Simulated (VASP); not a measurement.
# Ge2Sb2Te5 (Cm) in VASP: single point with PBE

Aim: the single point of Ge2Sb2Te5 with PBE.

All numbers are computed with VASP 6.6.1; they aren't measurements. Logs are shortened: lines on timing, memory, paths and dates and some standing lists are left out, and cuts for length are marked.

## Step 1: The cell of the first run

The structure is monoclinic, space group Cm (No. 8). The conventional cell has a = 13.678 Å, b = 6.132 Å, c = 9.672 Å, α = 90.00°, β = 134.93°, γ = 90.00°. Within 3.8 Å of Ge (site symmetry m) lie 6 Te at 2.85 to 3.20 Å. Within 3.7 Å of Ge (site symmetry m) lie 6 Te at 2.82 to 3.19 Å. Within 3.9 Å of Sb (site symmetry m) lie 6 Te at 2.98 to 3.20 Å. Within 3.9 Å of Sb (site symmetry m) lie 6 Te at 2.95 to 3.19 Å. Within 3.9 Å of Te (site symmetry m) lie 3 Sb at 2.98 to 3.07 Å and 2 Ge at 3.05 to 3.20 Å. Te (site symmetry m) has 2 Ge at 2.95 to 3.00 Å and 2 Sb at 3.02 to 3.06 Å within 3.9 Å. Within 3.7 Å of Te (site symmetry m) lie 3 Ge at 2.82 to 3.07 Å and 2 Sb at 3.14 to 3.19 Å. Within 3.9 Å of Te (site symmetry m) lie 2 Sb at 2.95 to 3.20 Å and 3 Ge at 3.07 to 3.08 Å.

## Step 2: Single point, PBE

File INCAR:

```
SYSTEM = Ge2Sb2Te5
PREC = Accurate
ENCUT = 520
EDIFF = 1E-6
ISMEAR = 0
SIGMA = 0.01
LREAL = .FALSE.
LASPH = .TRUE.
NELM = 60
ALGO = Normal
ISIF = 2
LWAVE = .FALSE.
LCHARG = .FALSE.
GGA = PE
NBANDS = 44
```

File KPOINTS:

```
Automatic mesh
0
G
  6 6 4
  0 0 0
```

File POSCAR:

```
Ge2Sb2Te5
1.0
    6.8391360000     -3.0660060000      0.0000000000
    6.8391360000      3.0660060000      0.0000000000
   -6.8309770000      0.0000000000      6.8476090000
Ge Sb Te
2 2 5
Direct
    0.4973430000      0.4973430000      0.0110440000
    0.2842870000      0.2842870000      0.1878300000
    0.1118700000      0.1118700000      0.4173520000
    0.9017080000      0.9017080000      0.5878730000
    0.3999590000      0.3999590000      0.5971180000
    0.2065190000      0.2065190000      0.8098030000
    0.0083240000      0.0083240000      0.0064350000
    0.7952880000      0.7952880000      0.1961120000
    0.5947020000      0.5947020000      0.3864330000
```

Potentials or basis: VASP PAW PBE potentials, release 64 (Ge_d, Sb, Te).

Started as:

```console
cat potpaw_PBE.64/Ge_d/POTCAR potpaw_PBE.64/Sb/POTCAR potpaw_PBE.64/Te/POTCAR > POTCAR
mpirun -np 1 vasp_std > vasp.out
```

OUTCAR:

```text
SYSTEM = Ge2Sb2Te5
   PREC = Accurate
   ENCUT = 520
   EDIFF = 1E-6
   ISMEAR = 0
   LREAL = .FALSE.
   LASPH = .TRUE.
   NELM = 60
   ISIF = 2
   GGA = PE

 ion  position               nearest neighbor table
   1  0.497  0.497  0.011-   9 2.85   6 2.95   7 3.07   7 3.07   8 3.08   5 3.20
   2  0.284  0.284  0.188-   7 2.82   6 3.00   5 3.05   8 3.07   8 3.07   9 3.19
   3  0.112  0.112  0.417-   5 2.98   6 3.02   9 3.07   9 3.07   7 3.14   8 3.20
   4  0.902  0.902  0.588-   8 2.95   6 3.06   5 3.07   5 3.07   9 3.14   7 3.19
   5  0.400  0.400  0.597-   3 2.98   2 3.05   4 3.07   4 3.07   1 3.20
   6  0.207  0.207  0.810-   1 2.95   2 3.00   3 3.02   4 3.06
   7  0.008  0.008  0.006-   2 2.82   1 3.07   1 3.07   3 3.14   4 3.19
   8  0.795  0.795  0.196-   4 2.95   2 3.07   2 3.07   1 3.08   3 3.20
   9  0.595  0.595  0.386-   1 2.85   3 3.07   3 3.07   4 3.14   2 3.19

  LATTYP: Found a base centered monoclinic cell.
 ALAT       =    13.6782720000
 B/A-ratio  =     0.4483031190
 C/A-ratio  =     0.7071235363
 COS(beta)  =    -0.7062464773

  Lattice vectors:

 A1 = (   6.8391360000,  -3.0660060000,   0.0000000000)
 A2 = (   6.8391360000,   3.0660060000,   0.0000000000)
 A3 = (  -6.8309770000,   0.0000000000,   6.8476090000)

Analysis of symmetry for initial positions (statically):
=====================================================================
 Subroutine PRICEL returns:
 Original cell was already a primitive cell.

 Routine SETGRP: Setting up the symmetry group for a
 base centered monoclinic supercell.

 Subroutine GETGRP returns: Found  2 space group operations
 (whereof  2 operations were pure point group operations)
 out of a pool of  4 trial point group operations.

The static configuration has the point symmetry C_1h.

Analysis of symmetry for dynamics (positions and initial velocities):
=====================================================================
 Subroutine PRICEL returns:
 Original cell was already a primitive cell.

 Routine SETGRP: Setting up the symmetry group for a
 base centered monoclinic supercell.

 Subroutine GETGRP returns: Found  2 space group operations
 (whereof  2 operations were pure point group operations)
 out of a pool of  4 trial point group operations.

The dynamic configuration has the point symmetry C_1h.

 Subroutine INISYM returns: Found  2 space group operations
 (whereof  2 operations are pure point group operations),
 and found     1 'primitive' translations

----------------------------------------------------------------------------------------

                                     Primitive cell

  volume of cell :     287.1727

  direct lattice vectors                    reciprocal lattice vectors
     6.839136000 -3.066006000  0.000000000     0.073108650 -0.163078611  0.072931078
     6.839136000  3.066006000  0.000000000     0.073108650  0.163078611  0.072931078
    -6.830977000  0.000000000  6.847609000     0.000000000  0.000000000  0.146036376

  length of vectors
     7.494943230  7.494943230  9.672228068     0.193024481  0.193024481  0.146036376

  position of ions in fractional coordinates (direct lattice)
     0.497343000  0.497343000  0.011044000
     0.284287000  0.284287000  0.187830000
     0.111870000  0.111870000  0.417352000
     0.901708000  0.901708000  0.587873000
     0.399959000  0.399959000  0.597118000
     0.206519000  0.206519000  0.809803000
     0.008324000  0.008324000  0.006435000
     0.795288000  0.795288000  0.196112000
     0.594702000  0.594702000  0.386433000

  ion indices of the primitive-cell ions
   primitive index   ion index
                 1           1
                 2           2
                 3           3
                 4           4
                 5           5
                 6           6
                 7           7
                 8           8
                 9           9

----------------------------------------------------------------------------------------

 KPOINTS: Automatic mesh

Automatic generation of k-mesh.
 Grid dimensions read from file:
 generate k-points for:    6    6    4

 Generating k-lattice:

  Cartesian coordinates                     Fractional coordinates (reciprocal lattice)
     0.012184775 -0.027179769  0.012155180     0.166666667  0.000000000  0.000000000
     0.012184775  0.027179769  0.012155180     0.000000000  0.166666667  0.000000000
     0.000000000  0.000000000  0.036509094     0.000000000  0.000000000  0.250000000

  Length of vectors
     0.032170747  0.032170747  0.036509094

  Shift w.r.t. Gamma in fractional coordinates (k-lattice)
     0.000000000  0.000000000  0.000000000

 Subroutine IBZKPT returns following result:
 ===========================================

 Found     47 irreducible k-points:

 Following reciprocal coordinates:
            Coordinates               Weight
  0.000000  0.000000  0.000000      1.000000
  0.166667  0.000000 -0.000000      4.000000
  0.333333 -0.000000 -0.000000      4.000000
  0.500000 -0.000000 -0.000000      2.000000
  0.166667  0.166667 -0.000000      2.000000
  0.333333  0.166667 -0.000000      4.000000
[... 16 lines left out ...]
 -0.333333  0.166667  0.250000      4.000000
 -0.166667  0.166667  0.250000      4.000000
 [... further k-points ...]
   k-points           NKPTS =     47   k-points in BZ     NKDIM =     47   number of bands    NBANDS=     44
   number of dos      NEDOS =    301   number of ions     NIONS =      9
   total plane-waves  NPLWV = 225792
   dimension x,y,z NGX =    56 NGY =   56 NGZ =   72
   dimension x,y,z NGXF=   112 NGYF=  112 NGZF=  144
   ions per type =               2   2   5
   NGX,Y,Z   is equivalent  to a cutoff of  12.42, 12.42, 12.38 a.u.
   NGXF,Y,Z  is equivalent  to a cutoff of  24.84, 24.84, 24.75 a.u.
 SYSTEM =  Ge2Sb2Te5
   PREC   = accura    normal or accurate (medium, high low for compatibility)
   ISTART =      0    job   : 0-new  1-cont  2-samecut
   ICHARG =      2    charge: 1-file 2-atom 10-const
   ISPIN  =      1    spin polarized calculation?
   LNONCOLLINEAR =      F non collinear calculations
   LSORBIT =      F    spin-orbit coupling
   LASPH  =      T    aspherical Exc in radial PAW
   ENCUT  =  520.0 eV  38.22 Ry    6.18 a.u.  13.94 13.94 17.98*2*pi/ulx,y,z
   NELM   =     60;   NELMIN=  2; NELMDL= -5     # of ELM steps
   EDIFF  = 0.1E-05   stopping-criterion for ELM
   LREAL  =      F    real-space projection
   EDIFFG = 0.1E-04   stopping-criterion for IOM
   NSW    =      0    number of steps for IOM
   IBRION =     -1    ionic relax: 0-MD 1-quasi-New 2-CG
   NFREE  =      0    steps in history (QN), initial steepest desc. (CG)
   ISIF   =      2    stress and relaxation
   ISYM   =      2    0-nonsym 1-usesym 2-fastsym
   POTIM  = 0.5000    time-step for ionic-motion
   TEBEG  =    0.0;   TEEND  =   0.0 temperature during run
   PSTRESS=    0.0 pullay stress
   NELECT =      68.0000    total number of electrons
   NUPDOWN=      -1.0000    fix difference up-down
   EMIN   =  10.00;   EMAX   =-10.00  energy-range for DOS
   EFERMI =   0.00;   METHOD = LEGACY
   ISMEAR =     0;   SIGMA  =   0.01  broadening in eV -4-tet -1-fermi 0-gaus
   EFERMI_NEDOS =   21; number of points for ismear=-14 and -15
   IALGO  =     38    algorithm
   IMIX   =      4    mixing-type and parameters
     AMIX     =   0.40;   BMIX     =  1.00
     AMIX_MAG =   1.60;   BMIX_MAG =  1.00
  volume/ion in A,a.u.               =      31.91       215.33
  Fermi-wavevector in a.u.,A,eV,Ry     =   1.012815  1.913943 13.956774  1.025794
  Thomas-Fermi vector in A             =   2.145947
   LORBIT       =      0    0 simple, 1 ext, 2 COOP (PROOUT), +10 PAW based schemes
   GGA     = PE    functional components
   LHFCALC =     F    Hartree Fock is set to
   AEXX    =    0.0000 exact exchange contribution
   IVDW    =     0    specifies the selected vdW correction
   LEPSILON=     F    determine dielectric tensor
   LRPA    =     F    only Hartree local field effects (RPA)
 non-spin polarized calculation
 Gauss-broadening in eV      SIGMA  =   0.01
  energy-cutoff  :      520.00
  volume of cell :      287.17
 maximum number of plane-waves:      7788
   NGX = 27   NGY = 27   NGZ = 35

 number of electron      68.0000002 magnetization

 Free energy of the ion-electron system (eV)
  ---------------------------------------------------
  ext. energy  EPLUGINS =         0.00000000
  ---------------------------------------------------
  free energy    TOTEN  =       -33.58241565 eV

  energy without entropy =      -33.58241525  energy(sigma->0) =      -33.58241545

 E-fermi :   5.2485     XC(G=0):  -9.1311

 val. band max:        5.2239989004   @ k =   0.5000  -0.0000  -0.0000
 cond. band min:       5.2729066830   @ k =   0.5000  -0.0000  -0.0000
 fundamental gap:      0.0489077826
 Fermi energy:         5.2484527982

 k-point     1 :       0.0000    0.0000    0.0000
  band No.  band energies     occupation
      1     -19.3900      2.00000
      2     -19.3899      2.00000
      3     -19.3839      2.00000
      4     -19.3827      2.00000
      5     -19.3767      2.00000
      6     -19.3757      2.00000
[... 36 lines left out ...]
     43       9.8587      0.00000
     44      10.0000      0.00000

 k-point     2 :       0.1667    0.0000   -0.0000
  band No.  band energies     occupation
      1     -19.3901      2.00000
      2     -19.3898      2.00000
      3     -19.3839      2.00000
      4     -19.3827      2.00000
      5     -19.3768      2.00000
      6     -19.3757      2.00000
[... 36 lines left out ...]
     43       9.2837      0.00000
     44       9.4917      0.00000

 k-point     3 :       0.3333   -0.0000   -0.0000
  band No.  band energies     occupation
      1     -19.3902      2.00000
      2     -19.3897      2.00000
      3     -19.3839      2.00000
      4     -19.3827      2.00000
      5     -19.3768      2.00000
      6     -19.3757      2.00000
[... 36 lines left out ...]
     43       8.4368      0.00000
     44       9.0037      0.00000

 k-point     4 :       0.5000   -0.0000   -0.0000
  band No.  band energies     occupation
      1     -19.3902      2.00000
      2     -19.3896      2.00000
      3     -19.3839      2.00000
      4     -19.3827      2.00000
      5     -19.3768      2.00000
      6     -19.3757      2.00000
[... 882 lines left out ...]
     43       8.7040      0.00000
     44       9.0658      0.00000

 k-point    23 :      -0.3333    0.1667    0.2500
  band No.  band energies     occupation
      1     -19.3902      2.00000
      2     -19.3896      2.00000
      3     -19.3839      2.00000
      4     -19.3827      2.00000
      5     -19.3768      2.00000
      6     -19.3757      2.00000
[... 36 lines left out ...]
     43       8.4944      0.00000
     44       8.8516      0.00000

 k-point    24 :      -0.1667    0.1667    0.2500
  band No.  band energies     occupation
      1     -19.3900      2.00000
      2     -19.3898      2.00000
      3     -19.3839      2.00000
      4     -19.3827      2.00000
      5     -19.3768      2.00000
      6     -19.3757      2.00000
[... 36 lines left out ...]
     43       8.2995      0.00000
     44       8.5687      0.00000

 [... further k-points ...]

------------------------ aborting loop because EDIFF is reached ----------------------------------------

  FORCE on cell =-STRESS in cart. coord.  units (eV):
  Direction    XX          YY          ZZ          XY          YZ          ZX
  --------------------------------------------------------------------------------------
  -------------------------------------------------------------------------------------
  Total        0.4041929     -1.0932793      0.2272038      0.0000000      0.0000000     -0.1662053
  in kB        2.2550496     -6.0995602      1.2676024      0.0000000      0.0000000     -0.9272831
  external PRESSURE =      -0.8589694 kB  Pullay stress =       0.0000000 kB

 VOLUME and BASIS-vectors are now :
 -----------------------------------------------------------------------------
  energy-cutoff  :      520.00
  volume of cell :      287.17
      direct lattice vectors                 reciprocal lattice vectors
     6.839136000 -3.066006000  0.000000000     0.073108650 -0.163078611  0.072931078
     6.839136000  3.066006000  0.000000000     0.073108650  0.163078611  0.072931078
    -6.830977000  0.000000000  6.847609000     0.000000000  0.000000000  0.146036376

 POSITION                                       TOTAL-FORCE (eV/Angst)
 -----------------------------------------------------------------------------------
      6.72735      0.00000      0.07562        -0.020795      0.000000      0.043318
      2.60549      0.00000      1.28619        -0.113950      0.000000     -0.021484
     -1.32073      0.00000      2.85786        -0.089631      0.000000      0.072892
      8.31806      0.00000      4.02552         0.029203      0.000000     -0.041325
      1.39185      0.00000      4.08883         0.106720      0.000000      0.013211
     -2.70692      0.00000      5.54521         0.046564      0.000000     -0.041064
      0.06990      0.00000      0.04406        -0.040800      0.000000     -0.033705
      9.53853      0.00000      1.34290         0.081225      0.000000     -0.044030
      5.49478      0.00000      2.64614         0.001464      0.000000      0.052188
 -----------------------------------------------------------------------------------
    total drift:                               -0.000777     -0.000000      0.000986

  FREE ENERGIE OF THE ION-ELECTRON SYSTEM (eV)
  ---------------------------------------------------
  free  energy   TOTEN  =       -33.5824156492 eV

  energy  without entropy=      -33.5824152529  energy(sigma->0) =      -33.58241545
```

Run time: 6.4 min. Hardware: 1 thread of Intel Xeon 6975P-C (Granite Rapids), shared host; peak memory 0.85 GiB.

What came out:

- Free energy: -33.5824 eV
- Pressure: -0.1 GPa
- Largest force: 0.116 eV/Å
- Band gap on the k mesh: 0.05 eV

Forces in eV/Å, atoms in the order of the input:
```
Ge  -0.021  0.000  0.043
Ge  -0.114  0.000 -0.021
Sb  -0.090  0.000  0.073
Sb   0.029  0.000 -0.041
Te   0.107  0.000  0.013
Te   0.047  0.000 -0.041
Te  -0.041  0.000 -0.034
Te   0.081  0.000 -0.044
Te   0.001  0.000  0.052
```

Caveat: spin-orbit coupling is left out, which moves the levels of the heavy elements.
